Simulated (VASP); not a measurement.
Wanted: the native input for a VASP 6.6.1 run.

```
Task                   : single point
Functional             : PBE
Potentials or basis    : VASP PAW PBE potentials, release 64 (Ir)
Cutoff                 : 520 eV
k mesh                 : 18 × 18 × 12
Occupations            : gaussian, width 0.15 eV
Spin                   : no spin polarisation
Dipole correction      : no
Further INCAR settings : ALGO = Fast; EDIFF = 1e-07; NBANDS = 16
```

The structure of Ir lies in POSCAR:

```
Ir
1.0
    2.5312676630      0.0000000000      0.0000000000
   -1.2656338315      2.1921420999      0.0000000000
    0.0000000000      0.0000000000      4.4622900000
Ir
2
Direct
    0.6666666667      0.3333333333      0.7500000000
    0.3333333333      0.6666666667      0.2500000000
```

This cell differs from its parent crystal: strain -0.080 along x and y, +0.000 along z.

These files were run (other wordings do the same):

INCAR

```
ALGO     = Fast           # electronic algorithm
EDIFF    = 1E-7           # SCF threshold, eV
ENCUT    = 520            # plane-wave cutoff, eV
GGA      = PE             # functional
ISIF     = 2              # what is computed and relaxed
ISMEAR   = 0              # smearing method
LASPH    = T              # aspherical terms in the spheres
LCHARG   = T              # write CHGCAR
LELF     = T              # ELF
LREAL    = F              # projectors in reciprocal space
LVHAR    = T            
LWAVE    = F              # write WAVECAR
NBANDS   = 16             # bands
NELM     = 80             # most SCF steps
PREC     = Accurate       # precision mode
SIGMA    = 0.15           # smearing width, eV
```

KPOINTS

```
k-points
0
Gamma
  18 18 12
```

Potentials or basis: VASP PAW PBE potentials, release 64 (Ir).

The run is started by

```bash
$ cat potpaw_PBE.64/Ir/POTCAR > POTCAR
$ mpirun -np 1 vasp_std > vasp.out
```

Results of the run:

```json
{"Pressure": "90.0 GPa", "Band gap on the k mesh": "zero (band 9 reaches 14.86 eV, above the bottom of band 10 at 10.24 eV)"}
```

Caveat: the cell differs from its parent crystal (strain -0.080 along x and y, +0.000 along z); spin-orbit coupling is left out, which moves the levels of the heavy elements.

Run time: 60 s on 1 thread of Intel(R) Xeon(R) 6975P-C (Granite Rapids), with other jobs on the host, peak memory 0.21 GiB.
